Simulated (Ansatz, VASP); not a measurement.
# Pt5Au: VASP beside Ansatz

INCAR

```
SYSTEM = Pt5Au
PREC = Accurate
ENCUT = 520
EDIFF = 1E-7
ISMEAR = -1
SIGMA = 0.1
LREAL = .FALSE.
LASPH = .TRUE.
NELM = 60
ALGO = Normal
ISIF = 2
LWAVE = .FALSE.
LCHARG = .FALSE.
LDIPOL = .TRUE.
IDIPOL = 3
DIPOL = 0.5 0.5 0.500
GGA = PE
NBANDS = 40
```

KPOINTS

```
Automatic mesh
0
G
  14 10 1
  0 0 0
```

POSCAR

```
Pt5Au
1.0
    2.8085470207      0.0000000000      0.0000000000
    0.0000000000      3.9718852873      0.0000000000
    0.0000000000      0.0000000000     23.0214000000
Pt Au
5 1
Direct
    0.2500000000      0.2500000000      0.3525208290
    0.7500000000      0.7500000000      0.4046703940
    0.7500000000      0.7500000000      0.5293605030
    0.2500000000      0.2500000000      0.5953295994
    0.7500000000      0.7500000000      0.6474791770
    0.2500000000      0.2500000000      0.4706394975
```

Input for Ansatz:

```yaml
crystal:
  lattice:
    - [2.8085470207, 0.0, 0.0]
    - [0.0, 3.9718852873, 0.0]
    - [0.0, 0.0, 23.0214]
  atoms:
    - { symbol: Pt, position: [0.25, 0.25, 0.352520829] }
    - { symbol: Pt, position: [0.75, 0.75, 0.404670394] }
    - { symbol: Au, position: [0.25, 0.25, 0.4706394975] }
    - { symbol: Pt, position: [0.75, 0.75, 0.529360503] }
    - { symbol: Pt, position: [0.25, 0.25, 0.5953295994] }
    - { symbol: Pt, position: [0.75, 0.75, 0.647479177] }
kpoints:
  mp_grid: { grid: [14, 10, 1] }
scf:
  occupations: { method: fermi_dirac, width: 0.1 }
hamiltonian:
  xc: pbe
  pseudopotentials: { kind: all_electron, lapw: { basis_error: 0.001 } }
output:
  forces: true
  stress: true
  eigenvalues: true
efield:
  axis: 3
  amplitude: 0
  dipole_correction: true
```

Alike in both runs: task single point; functional PBE; k mesh 14 × 10 × 1; occupations fermi-dirac, width 0.1 eV; no spin polarisation.

|  | VASP | Ansatz |
| --- | --- | --- |
| version | VASP 6.6.1 | Ansatz 0.2.0 |
| potentials or method | VASP PAW PBE potentials, release 64 (Pt, Au), cutoff 520 eV | all-electron LAPW, scalar-relativistic |

|  | VASP | Ansatz | Ansatz less VASP |
| --- | --- | --- | --- |
| rms of the force components (eV/Å) | 0.224 | 0.224 | +0.0003 |

Ansatz ran all-electron here, and VASP with PAW potentials.

Spin-orbit coupling is off throughout.
